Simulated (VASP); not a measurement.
Ga3BSb2, 6 atoms in the cell. It takes space group P-6m2 (No. 187, hexagonal). Conventional cell: a = 4.345 Å, b = 4.345 Å, c = 7.568 Å, α = 90.00°, β = 90.00°, γ = 120.00°. Within 3.8 Å of Ga (site symmetry -6m2) lie 6 Ga at 2.89 Å and 2 Sb at 3.78 Å. Ga (site symmetry 3m) has 1 Sb at 2.34 Å and 4 Ga at 2.89 Å within 3.1 Å. B (site symmetry -6m2) has 6 Sb at 2.51 Å and 6 Ga at 3.43 Å within 3.5 Å. Within 3.5 Å of Sb (site symmetry -6m2) lie 3 B at 2.51 Å and 3 Sb at 2.51 Å and 6 Ga at 3.43 Å. Sb (site symmetry -6m2) has 2 Ga at 2.34 Å and 3 B at 2.51 Å and 3 Sb at 2.51 Å within 3.1 Å. The cell was generated, and may not be a known phase.

```yaml
Program: VASP 6.6.1
Task: relaxation of cell and atoms
Functional: PBE
Potentials_or_basis: VASP PAW PBE potentials, release 64 (Ga_d, B, Sb)
Cutoff: 600 eV
k_mesh: 4 × 4 × 2
Occupations: gaussian, width 0.2 eV
Spin: no spin polarisation
Dipole_correction: no
Further_INCAR_settings: ALGO = Normal; EDIFF = 1e-07; IBRION = 2; EDIFFG = -0.08; NSW = 36; ISIF = 3
```

Potentials or basis: VASP PAW PBE potentials, release 64 (Ga_d, B, Sb).

Run with:

```console
$ cat potpaw_PBE.64/Ga_d/POTCAR potpaw_PBE.64/B/POTCAR potpaw_PBE.64/Sb/POTCAR > POTCAR
$ mpirun -np 1 vasp_std > vasp.out
```

Hardware: 1 thread of Intel Xeon 8259CL (shared host).

Question: Estimate the wall time of this run.

Answer: Wall time 15 min on 1 thread of Intel Xeon 8259CL, on a shared host, peak memory 0.3 GiB. Counts: scf iterations 163, k points 8, ion steps 16.
